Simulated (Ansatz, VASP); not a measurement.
Sn: VASP beside Ansatz

INCAR

```
SYSTEM = Sn
PREC = Accurate ; ENCUT = 520
EDIFF = 1E-7 ; ISMEAR = -1
SIGMA = 0.1 ; LREAL = .False.
LASPH = .True. ; NELM = 100
ALGO = Normal ; ISIF = 2
LWAVE = .False. ; LCHARG = .True.
GGA = RP ; LELF = .True.
LVHAR = .True. ; NBANDS = 21
```

File KPOINTS:

```
regular mesh
0
Gamma
  12 12 6
  0 0 0
```

The input POSCAR:

```
Sn
1.0
    3.4562853672      0.0000000000      0.0000000000
   -1.7281426836      2.9932309307      0.0000000000
    0.0000000000      0.0000000000      5.7428833838
Sn
2
Direct
    0.3333333333      0.6666666667      0.2500000000
    0.6666666667      0.3333333333      0.7500000000
```

Input for Ansatz:

```yaml
crystal:
  lattice:
    - [3.4562853672, 0.0, 0.0]
    - [-1.7281426836, 2.9932309307, 0.0]
    - [0.0, 0.0, 5.7428833838]
  atoms:
    - { symbol: Sn, position: [0.3333333333, 0.6666666667, 0.25] }
    - { symbol: Sn, position: [0.6666666667, 0.3333333333, 0.75] }
hamiltonian:
  xc: rpbe
  pseudopotentials:
    kind: paw
    azcp:
      Sn: "pseudopotentials/Sn.paw.azcp"
basis:
  ecutwfc: 420
  fft_grid_basis: typed
kpoints:
  mp_grid: { grid: [12, 12, 6], shift: [0, 0, 0] }
magnetization:
  spin_polarized: false
scf:
  occupations: { method: fermi_dirac, width: 0.1 }
  lower_state_search: "off"
output:
  stress: true
  write_density: true
  write_potential: true
  elf: true
  volumetric_format: npy
```

Alike in both runs: task single point; functional RPBE; k mesh 12 × 12 × 6; occupations fermi-dirac, width 0.1 eV; no spin polarisation.

|  | VASP | Ansatz |
| --- | --- | --- |
| version | VASP 6.6.1 | Ansatz 0.2.0 |
| potentials or method | VASP PAW PBE potentials, release 64 (Sn_d), cutoff 520 eV | plane waves (420 eV) with PAW, scalar-relativistic |
| valence electrons in the cell | 28 | 28 |

|  | VASP | Ansatz | Ansatz less VASP |
| --- | --- | --- | --- |
| pressure (GPa) | -1.5 | -1.4 | +0.04 |
| traceless stress, the component that is largest in VASP (GPa) | -0.47 | -0.47 | +0.001 |

VASP's potentials were made for PBE, not for RPBE. With one functional, cell and mesh, what is left measures potentials, basis and numerics.
